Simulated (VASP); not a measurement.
A run of VASP 6.6.1 is set up as follows.

File INCAR:

```
  ALGO = Normal
  EDIFF = 1E-7
  EDIFFG = -0.005
  ENCUT = 600
  GGA = RE
  IBRION = 2
  ISIF = 3
  ISMEAR = -1
  LASPH = T
  LCHARG = F
  LREAL = F
  LWAVE = F
  NELM = 60
  NSW = 80
  PREC = Accurate
  SIGMA = 0.05
```

KPOINTS

```
k-points
0
Gamma
  7 7 7
```

The input POSCAR:

```
Sn
1.0
    0.0000000000      3.2333428000      3.2333428000
    3.2333428000      0.0000000000      3.2333428000
    3.2333428000      3.2333428000      0.0000000000
Sn
2
Direct
    0.7500000000      0.7500000000      0.7500000000
    0.5000000000      0.5000000000      0.5000000000
```

Potentials or basis: VASP PAW PBE potentials, release 64 (Sn_d).

Run with:

```bash
$ cat potpaw_PBE.64/Sn_d/POTCAR > POTCAR
$ mpirun -np 1 vasp_std > vasp.out
```

**Question.** What does it give for the relaxed cell?

**Answer.** a = 4.746 Å, b = 4.746 Å, c = 4.746 Å, α = 60.00°, β = 60.00°, γ = 60.00°.

**Question.** Predict the relaxed volume.

**Answer.** 37.78 Å³/atom.

**Question.** What does it give for the band gap on the k mesh?

**Answer.** Zero (band 14 reaches 4.81 eV, above the bottom of band 15 at 4.62 eV).

**Question.** What does it give for the space group after relaxing (to 0.05 Å)?

**Answer.** Fd-3m (No. 227).

The path:
```csv
step,energy change (eV),largest force (eV/Å),pressure (GPa),volume (Å³)
1,0.0000,0.0000,4.81,67.61
2,-0.0988,0.0000,-0.97,78.04
3,-0.1066,0.0000,0.03,75.50
4,-0.1066,0.0000,-0.04,75.66
5,-0.1066,0.0000,0.00,75.57
```

Caveat: the PAW data sets were made with another functional, which shifts forces and pressure a little; spin-orbit coupling is left out, which moves the levels of the heavy elements; the volume moved by +12 % from the deposited cell, more than functionals usually miss. revPBE gives volumes clearly too large for solids.
